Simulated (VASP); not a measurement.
# AlB2N3 (P4mm) in VASP: further runs

Runs on AlB2N3. Level: PBE. Tasks: single point, relaxation of cell and atoms.

All numbers are computed with VASP 6.6.1; they aren't measurements. Logs are shortened: lines on timing, memory, paths and dates and some standing lists are left out, and cuts for length are marked.

## 1. The cell of the first run

Symmetry: P4mm, No. 99, tetragonal system. Conventional cell: a = 2.612 Å, b = 2.612 Å, c = 8.388 Å, α = 90.00°, β = 90.00°, γ = 90.00°. Within 2.5 Å of Al (site symmetry 4mm) lie 5 N at 1.85 to 2.06 Å. Within 2.1 Å of B (site symmetry 4mm) lie 5 N at 1.57 to 1.85 Å. Within 2.0 Å of B (site symmetry 4mm) lie 5 N at 1.51 to 1.85 Å. N (site symmetry 4mm) has 5 B at 1.57 to 1.85 Å within 2.1 Å. N (site symmetry 4mm) has 4 Al at 1.85 Å and 1 B at 2.23 Å within 2.5 Å. N (site symmetry 4mm) has 5 B at 1.51 to 1.85 Å and 1 Al at 2.06 Å within 2.1 Å.

The cell was generated, and may not be a known phase.

## 2. Single point, PBE

Contents of INCAR:

```
PREC = Accurate ; ENCUT = 520
EDIFF = 1E-6 ; ISMEAR = 0
SIGMA = 0.01 ; LREAL = False
LASPH = True ; NELM = 100
ALGO = Normal ; ISIF = 2
LWAVE = False ; LCHARG = True
GGA = PE ; LELF = True
LVHAR = True ; NBANDS = 21
```

Contents of KPOINTS:

```
Automatic mesh
0
Gamma
  14 14 4
```

Contents of POSCAR:

```
AlB2N3
1.0
    2.6123798978      0.0000000000      0.0000000000
    0.0000000000      2.6123798978      0.0000000000
    0.0000000000      0.0000000000      8.3876298309
Al B N
1 2 3
Direct
    0.5000000000      0.5000000000      0.1433412162
    0.0000000000      0.0000000000      0.8872734871
    0.5000000000      0.5000000000      0.7174901316
    0.0000000000      0.0000000000      0.7005455060
    0.0000000000      0.0000000000      0.1537154174
    0.5000000000      0.5000000000      0.8976342516
```

Potentials or basis: VASP PAW PBE potentials, release 64 (Al, B, N).

The run is started by

```bash
> cat potpaw_PBE.64/Al/POTCAR potpaw_PBE.64/B/POTCAR potpaw_PBE.64/N/POTCAR > POTCAR
> mpirun -np 1 vasp_std > vasp.out
```

OUTCAR:

```text
PREC = Accurate
   ENCUT = 520
   EDIFF = 1E-6
   ISMEAR = 0
   LREAL = False
   LASPH = True
   NELM = 100
   ISIF = 2
   GGA = PE

 ion  position               nearest neighbor table
   1  0.500  0.500  0.143-   5 1.85   5 1.85   5 1.85   5 1.85   6 2.06
   2  0.000  0.000  0.887-   4 1.57   6 1.85   6 1.85   6 1.85   6 1.85
   3  0.500  0.500  0.717-   6 1.51   4 1.85   4 1.85   4 1.85   4 1.85
   4  0.000  0.000  0.701-   2 1.57   3 1.85   3 1.85   3 1.85   3 1.85
   5  0.000  0.000  0.154-   1 1.85   1 1.85   1 1.85   1 1.85
   6  0.500  0.500  0.898-   3 1.51   2 1.85   2 1.85   2 1.85   2 1.85   1 2.06

  LATTYP: Found a simple tetragonal cell.
 ALAT       =     2.6123798978
 C/A-ratio  =     3.2107236156

  Lattice vectors:

 A1 = (   2.6123798978,   0.0000000000,   0.0000000000)
 A2 = (   0.0000000000,   2.6123798978,   0.0000000000)
 A3 = (   0.0000000000,   0.0000000000,   8.3876298309)

Analysis of symmetry for initial positions (statically):
=====================================================================
 Subroutine PRICEL returns:
 Original cell was already a primitive cell.

 Routine SETGRP: Setting up the symmetry group for a
 simple tetragonal supercell.

 Subroutine GETGRP returns: Found  8 space group operations
 (whereof  8 operations were pure point group operations)
 out of a pool of 16 trial point group operations.

The static configuration has the point symmetry C_4v.

Analysis of symmetry for dynamics (positions and initial velocities):
=====================================================================
 Subroutine PRICEL returns:
 Original cell was already a primitive cell.

 Routine SETGRP: Setting up the symmetry group for a
 simple tetragonal supercell.

 Subroutine GETGRP returns: Found  8 space group operations
 (whereof  8 operations were pure point group operations)
 out of a pool of 16 trial point group operations.

The dynamic configuration has the point symmetry C_4v.

 Subroutine INISYM returns: Found  8 space group operations
 (whereof  8 operations are pure point group operations),
 and found     1 'primitive' translations

----------------------------------------------------------------------------------------

                                     Primitive cell

  volume of cell :      57.2416

  direct lattice vectors                    reciprocal lattice vectors
     2.612379898  0.000000000  0.000000000     0.382792717  0.000000000  0.000000000
     0.000000000  2.612379898  0.000000000     0.000000000  0.382792717  0.000000000
     0.000000000  0.000000000  8.387629831     0.000000000  0.000000000  0.119223192

  length of vectors
     2.612379898  2.612379898  8.387629831     0.382792717  0.382792717  0.119223192

  position of ions in fractional coordinates (direct lattice)
     0.500000000  0.500000000  0.143341216
     0.000000000  0.000000000  0.887273487
     0.500000000  0.500000000  0.717490132
     0.000000000  0.000000000  0.700545506
     0.000000000  0.000000000  0.153715417
     0.500000000  0.500000000  0.897634252

  ion indices of the primitive-cell ions
   primitive index   ion index
                 1           1
                 2           2
                 3           3
                 4           4
                 5           5
                 6           6

----------------------------------------------------------------------------------------

 KPOINTS: Automatic mesh

Automatic generation of k-mesh.
 Grid dimensions read from file:
 generate k-points for:   14   14    4

 Generating k-lattice:

  Cartesian coordinates                     Fractional coordinates (reciprocal lattice)
     0.027342337  0.000000000  0.000000000     0.071428571  0.000000000  0.000000000
     0.000000000  0.027342337  0.000000000     0.000000000  0.071428571  0.000000000
     0.000000000  0.000000000  0.029805798     0.000000000  0.000000000  0.250000000

  Length of vectors
     0.027342337  0.027342337  0.029805798

  Shift w.r.t. Gamma in fractional coordinates (k-lattice)
     0.000000000  0.000000000  0.000000000

 Subroutine IBZKPT returns following result:
 ===========================================

 Found    108 irreducible k-points:

 Following reciprocal coordinates:
            Coordinates               Weight
  0.000000  0.000000  0.000000      1.000000
  0.071429  0.000000  0.000000      4.000000
  0.142857  0.000000  0.000000      4.000000
  0.214286  0.000000  0.000000      4.000000
  0.285714  0.000000  0.000000      4.000000
  0.357143  0.000000  0.000000      4.000000
[... 16 lines left out ...]
  0.285714  0.214286  0.000000      8.000000
  0.357143  0.214286  0.000000      8.000000
 [... further k-points ...]
   k-points           NKPTS =    108   k-points in BZ     NKDIM =    108   number of bands    NBANDS=     21
   number of dos      NEDOS =    301   number of ions     NIONS =      6
   total plane-waves  NPLWV =  25600
   dimension x,y,z NGX =    20 NGY =   20 NGZ =   64
   dimension x,y,z NGXF=    40 NGYF=   40 NGZF=  128
   ions per type =               1   2   3
   NGX,Y,Z   is equivalent  to a cutoff of  12.73, 12.73, 12.69 a.u.
   NGXF,Y,Z  is equivalent  to a cutoff of  25.46, 25.46, 25.37 a.u.
 SYSTEM =  unknown system
   PREC   = accura    normal or accurate (medium, high low for compatibility)
   ISTART =      0    job   : 0-new  1-cont  2-samecut
   ICHARG =      2    charge: 1-file 2-atom 10-const
   ISPIN  =      1    spin polarized calculation?
   LNONCOLLINEAR =      F non collinear calculations
   LSORBIT =      F    spin-orbit coupling
   LASPH  =      T    aspherical Exc in radial PAW
   ENCUT  =  520.0 eV  38.22 Ry    6.18 a.u.   4.86  4.86 15.60*2*pi/ulx,y,z
   NELM   =    100;   NELMIN=  2; NELMDL= -5     # of ELM steps
   EDIFF  = 0.1E-05   stopping-criterion for ELM
   LREAL  =      F    real-space projection
   EDIFFG = 0.1E-04   stopping-criterion for IOM
   NSW    =      0    number of steps for IOM
   IBRION =     -1    ionic relax: 0-MD 1-quasi-New 2-CG
   NFREE  =      0    steps in history (QN), initial steepest desc. (CG)
   ISIF   =      2    stress and relaxation
   ISYM   =      2    0-nonsym 1-usesym 2-fastsym
   POTIM  = 0.5000    time-step for ionic-motion
   TEBEG  =    0.0;   TEEND  =   0.0 temperature during run
   PSTRESS=    0.0 pullay stress
[... 19 lines left out ...]
   LRPA    =     F    only Hartree local field effects (RPA)
 non-spin polarized calculation
 Gauss-broadening in eV      SIGMA  =   0.01
  energy-cutoff  :      520.00
  volume of cell :       57.24
 maximum number of plane-waves:      1562
 NGX is ok and might be reduce to    20
   NGX =  9   NGY =  9   NGZ = 31

 number of electron      23.9999996 magnetization

 Free energy of the ion-electron system (eV)
  ---------------------------------------------------
  ext. energy  EPLUGINS =         0.00000000
  ---------------------------------------------------
  free energy    TOTEN  =       -41.33050725 eV

  energy without entropy =      -41.33050725  energy(sigma->0) =      -41.33050725

 E-fermi :   4.9817     XC(G=0): -10.0893

 val. band max:        4.9192901484   @ k =   0.3571   0.0000   0.5000
 cond. band min:       5.1604620980   @ k =   0.5000   0.5000   0.0000
 fundamental gap:      0.2411719496
 Fermi energy:         4.9817425075

 k-point     1 :       0.0000    0.0000    0.0000
  band No.  band energies     occupation
      1     -15.4997      2.00000
      2     -11.7107      2.00000
      3      -9.9138      2.00000
      4      -2.9474      2.00000
      5       0.1314      2.00000
      6       0.1314      2.00000
[... 13 lines left out ...]
     20      15.3149      0.00000
     21      15.4355      0.00000

 k-point     2 :       0.0714    0.0000    0.0000
  band No.  band energies     occupation
      1     -15.4178      2.00000
      2     -11.6354      2.00000
      3      -9.8743      2.00000
      4      -2.8933      2.00000
      5      -0.8096      2.00000
      6       0.2213      2.00000
[... 13 lines left out ...]
     20      15.2481      0.00000
     21      15.6051      0.00000

 k-point     3 :       0.1429    0.0000    0.0000
  band No.  band energies     occupation
      1     -15.1736      2.00000
      2     -11.4156      2.00000
      3      -9.7718      2.00000
      4      -2.8363      2.00000
      5      -1.8897      2.00000
      6       0.4887      2.00000
[... 13 lines left out ...]
     20      15.4453      0.00000
     21      15.7905      0.00000

 k-point     4 :       0.2143    0.0000    0.0000
  band No.  band energies     occupation
      1     -14.7716      2.00000
      2     -11.0743      2.00000
      3      -9.6608      2.00000
      4      -3.4839      2.00000
      5      -2.1289      2.00000
      6       0.3599      2.00000
[... 13 lines left out ...]
     20      15.1845      0.00000
     21      15.3104      0.00000

 k-point     5 :       0.2857    0.0000    0.0000
  band No.  band energies     occupation
      1     -14.2213      2.00000
      2     -10.6825      2.00000
      3      -9.6285      2.00000
      4      -4.3363      2.00000
      5      -2.0550      2.00000
      6      -0.6205      2.00000
[... 13 lines left out ...]
     20      14.3093      0.00000
     21      15.3131      0.00000

 k-point     6 :       0.3571    0.0000    0.0000
  band No.  band energies     occupation
      1     -13.5411      2.00000
      2     -10.5247      2.00000
      3      -9.6055      2.00000
      4      -4.7568      2.00000
      5      -2.7298      2.00000
      6      -1.0160      2.00000
[... 13 lines left out ...]
     20      13.9310      0.00000
     21      15.3094      0.00000

 k-point     7 :       0.4286    0.0000    0.0000
  band No.  band energies     occupation
      1     -12.7753      2.00000
      2     -10.9700      2.00000
      3      -9.3472      2.00000
      4      -4.6898      2.00000
      5      -3.5749      2.00000
      6      -1.9028      2.00000
[... 13 lines left out ...]
     20      14.1364      0.00000
     21      15.3715      0.00000
[... 291 lines left out ...]
      1     -12.4599      2.00000
      2     -10.6801      2.00000
      3      -9.0998      2.00000
      4      -4.4574      2.00000
      5      -3.3359      2.00000
      6      -1.7790      2.00000
[... 13 lines left out ...]
     20      14.4747      0.00000
     21      15.8266      0.00000

 k-point    21 :       0.5000    0.1429    0.0000
  band No.  band energies     occupation
      1     -11.9042      2.00000
      2     -11.1679      2.00000
      3      -8.9538      2.00000
      4      -4.1739      2.00000
      5      -3.8554      2.00000
      6      -2.1431      2.00000
[... 13 lines left out ...]
     20      14.7809      0.00000
     21      15.4233      0.00000

 k-point    22 :       0.2143    0.2143    0.0000
  band No.  band energies     occupation
      1     -14.0459      2.00000
      2     -10.4740      2.00000
      3      -9.3216      2.00000
      4      -2.9740      2.00000
      5      -2.4585      2.00000
      6      -1.4316      2.00000
[... 13 lines left out ...]
     20      15.3649      0.00000
     21      16.5774      0.00000

 k-point    23 :       0.2857    0.2143    0.0000
  band No.  band energies     occupation
      1     -13.4989      2.00000
      2     -10.1145      2.00000
      3      -9.1905      2.00000
      4      -3.6972      2.00000
      5      -2.3072      2.00000
      6      -1.2490      2.00000
[... 13 lines left out ...]
     20      15.3162      0.00000
     21      16.4313      0.00000

 k-point    24 :       0.3571    0.2143    0.0000
  band No.  band energies     occupation
      1     -12.8256      2.00000
      2      -9.9687      2.00000
      3      -9.0636      2.00000
      4      -4.2381      2.00000
      5      -2.3053      2.00000
      6      -1.5067      2.00000
[... 13 lines left out ...]
     20      14.9680      0.00000
     21      16.3650      0.00000

 [... further k-points ...]
[... 5 lines left out ...]
  --------------------------------------------------------------------------------------
  -------------------------------------------------------------------------------------
  Total       -0.0259322     -0.0259322      0.0563109      0.0000000      0.0000000      0.0000000
  in kB       -0.7258340     -0.7258340      1.5761276      0.0000000      0.0000000      0.0000000
  external PRESSURE =       0.0414865 kB  Pullay stress =       0.0000000 kB

 VOLUME and BASIS-vectors are now :
 -----------------------------------------------------------------------------
  energy-cutoff  :      520.00
  volume of cell :       57.24
      direct lattice vectors                 reciprocal lattice vectors
     2.612379898  0.000000000  0.000000000     0.382792717  0.000000000  0.000000000
     0.000000000  2.612379898  0.000000000     0.000000000  0.382792717  0.000000000
     0.000000000  0.000000000  8.387629831     0.000000000  0.000000000  0.119223192

 POSITION                                       TOTAL-FORCE (eV/Angst)
 -----------------------------------------------------------------------------------
      1.30619      1.30619      1.20229         0.000000     -0.000000     -0.008255
      0.00000      0.00000      7.44212        -0.000000     -0.000000      0.039104
      1.30619      1.30619      6.01804         0.000000     -0.000000     -0.048658
      0.00000      0.00000      5.87592         0.000000     -0.000000     -0.018528
      0.00000      0.00000      1.28931         0.000000     -0.000000      0.003857
      1.30619      1.30619      7.52902         0.000000      0.000000      0.032480
 -----------------------------------------------------------------------------------
    total drift:                                0.000000      0.000000     -0.000292

  FREE ENERGIE OF THE ION-ELECTRON SYSTEM (eV)
  ---------------------------------------------------
  free  energy   TOTEN  =       -41.3305072477 eV

  energy  without entropy=      -41.3305072477  energy(sigma->0) =      -41.33050725
```

Wall time 3.3 min (1 thread of Intel Xeon 8259CL, shared host); peak memory 0.24 GiB.

What came out:

* Free energy: -41.3305 eV
* Pressure: 0.0 GPa
* Largest force: 0.049 eV/Å
* Band gap on the k mesh: 0.24 eV (least direct gap 2.06 eV)

Forces on the atoms (eV/Å):
```
Al   0.000  0.000 -0.008
B    0.000  0.000  0.039
B    0.000  0.000 -0.049
N    0.000  0.000 -0.019
N    0.000  0.000  0.004
N    0.000  0.000  0.032
```

Caveat: semilocal functionals underestimate gaps, and a narrow one can read as zero. A k mesh can miss the band edges.

## 3. Relaxation of cell and atoms, PBE

Contents of INCAR:

```
PREC     = Accurate       # precision mode
ENCUT    = 600            # plane-wave cutoff, eV
EDIFF    = 1E-7           # SCF threshold, eV
ISMEAR   = 0              # smearing method
SIGMA    = 0.01           # smearing width, eV
LREAL    = F              # projectors in reciprocal space
LASPH    = T              # aspherical terms in the spheres
NELM     = 80             # most SCF steps
ALGO     = Normal         # electronic algorithm
ISIF     = 3              # what is computed and relaxed
LWAVE    = F              # write WAVECAR
LCHARG   = F              # write CHGCAR
GGA      = PE             # functional
IBRION   = 2              # ionic algorithm
NSW      = 100            # ionic steps
EDIFFG   = -0.01          # ionic threshold
```

Contents of KPOINTS:

```
regular mesh
0
Gamma
  14 14 4
```

Contents of POSCAR:

```
AlB2N3
1.0
    2.6150523082      0.0000000000      0.0000000000
    0.0000000000      2.6150523082      0.0000000000
    0.0000000000      0.0000000000      8.3672799942
Al B N
1 2 3
Direct
    0.5000000000      0.5000000000      0.1434004260
    0.0000000000      0.0000000000      0.8875092242
    0.5000000000      0.5000000000      0.7172497583
    0.0000000000      0.0000000000      0.7005585760
    0.0000000000      0.0000000000      0.1535093035
    0.5000000000      0.5000000000      0.8977727220
```

Potentials or basis: VASP PAW PBE potentials, release 64 (Al, B, N).

The run is started by

```bash
> cat potpaw_PBE.64/Al/POTCAR potpaw_PBE.64/B/POTCAR potpaw_PBE.64/N/POTCAR > POTCAR
> mpirun -np 1 vasp_std > vasp.out
```

It took 37 min on 1 thread of Intel Xeon 8259CL, shared host; peak memory 0.29 GiB.

It converged, with:

```
Free energy                           : -41.3401 eV
Relaxed volume                        : 9.05 Å³/atom
Relaxed cell                          : a = 2.612 Å, b = 2.612 Å, c = 7.963 Å, α = 90.00°, β = 90.00°, γ = 90.00°
Space group after relaxing (to 0.1 Å) : P4mm (No. 99)
Energy gained by relaxing             : 0.5 meV/atom
Ionic steps                           : 29
Pressure after relaxing               : 0.0 GPa
Largest force after relaxing          : 0.008 eV/Å
Band gap on the k mesh                : 0.22 eV (least direct gap 2.06 eV)
```

Forces in eV/Å, atoms in the order of the input:
```
Al   0.000  0.000  0.003
B    0.000  0.000  0.001
B    0.000  0.000  0.005
N    0.000  0.000 -0.004
N    0.000  0.000 -0.008
N    0.000  0.000  0.005
```

Step by step:
| step | energy change (eV) | largest force (eV/Å) | pressure (GPa) | volume (Å³) |
| --- | --- | --- | --- | --- |
| 1 | 0.0000 | 0.0687 | -0.34 | 57.22 |
| 2 | -0.0004 | 0.0360 | 0.13 | 57.05 |
| 3 | -0.0004 | 0.0300 | -0.01 | 57.10 |
| 4 | -0.0005 | 0.0274 | -0.03 | 57.08 |
| 5 | -0.0005 | 0.0175 | -0.03 | 57.09 |
| 6 | -0.0005 | 0.0163 | -0.01 | 57.07 |
| 7 | -0.0005 | 0.0363 | 0.03 | 57.03 |
| 8 | -0.0005 | 0.0350 | 0.02 | 57.02 |
| 9 | -0.0006 | 0.0314 | -0.01 | 57.01 |
| 10 | -0.0006 | 0.0248 | -0.07 | 56.97 |
| 11 | -0.0007 | 0.0312 | -0.19 | 56.91 |
| 12 | -0.0007 | 0.0583 | -0.44 | 56.77 |
| 13 | -0.0007 | 0.0471 | -0.34 | 56.83 |
| 14 | -0.0007 | 0.0460 | -0.33 | 56.82 |
| 15 | -0.0008 | 0.0451 | -0.32 | 56.78 |
| 16 | -0.0009 | 0.0467 | -0.29 | 56.70 |
| 17 | -0.0011 | 0.0498 | -0.24 | 56.55 |
| 18 | -0.0014 | 0.0598 | -0.12 | 56.25 |
| 19 | -0.0018 | 0.0833 | 0.14 | 55.64 |
| 20 | -0.0021 | 0.0637 | 0.06 | 55.48 |
| 21 | -0.0026 | 0.0364 | -0.14 | 54.98 |
| 22 | -0.0026 | 0.0416 | -0.20 | 54.84 |
| 23 | -0.0027 | 0.0285 | 0.03 | 54.64 |
| 24 | -0.0027 | 0.0228 | 0.01 | 54.66 |
| 25 | -0.0028 | 0.0216 | 0.01 | 54.60 |
| 26 | -0.0028 | 0.0405 | 0.01 | 54.44 |
| 27 | -0.0029 | 0.0276 | 0.00 | 54.39 |
| 28 | -0.0029 | 0.0110 | -0.03 | 54.33 |
| 29 | -0.0029 | 0.0084 | -0.01 | 54.32 |

Final structure:
```xyz
6
Lattice="2.6118 0.0000 0.0000 0.0000 2.6118 0.0000 0.0000 0.0000 7.9631" Properties=species:S:1:pos:R:3 pbc="T T T"
Al    1.3059    1.3059    1.2345
B     0.0000    0.0000    7.0585
B     1.3059    1.3059    5.6291
N     0.0000    0.0000    5.4884
N     0.0000    2.6118    1.3197
N     1.3059    1.3059    7.1407
```

Levels at points of the mesh, in eV from the valence-band top:
```tsv
k point	band 8	band 9	band 10	band 11	band 12	band 13	band 14	band 15	band 16
(0.00, 0.00, 0.00)	-2.47	-1.19	-1.19	-0.41	-0.41	2.88	4.16	5.35	6.97
(0.50, 0.00, 0.00)	-3.72	-1.34	-1.16	-0.64	-0.32	4.16	5.15	5.39	5.77
(0.50, 0.50, 0.00)	-5.54	-4.79	-4.79	-3.83	-1.84	0.22	2.84	5.48	8.60
(0.00, 0.00, 0.50)	-2.58	-1.20	-1.20	-0.41	-0.41	3.44	3.73	4.30	8.40
(0.50, 0.00, 0.50)	-3.84	-1.34	-0.99	-0.64	-0.32	4.46	5.15	5.41	5.77
(0.50, 0.50, 0.50)	-5.54	-4.77	-4.77	-3.80	-1.89	0.24	2.91	5.36	8.27
```

Caveat: semilocal functionals underestimate gaps, and a narrow one can read as zero. A k mesh can miss the band edges.
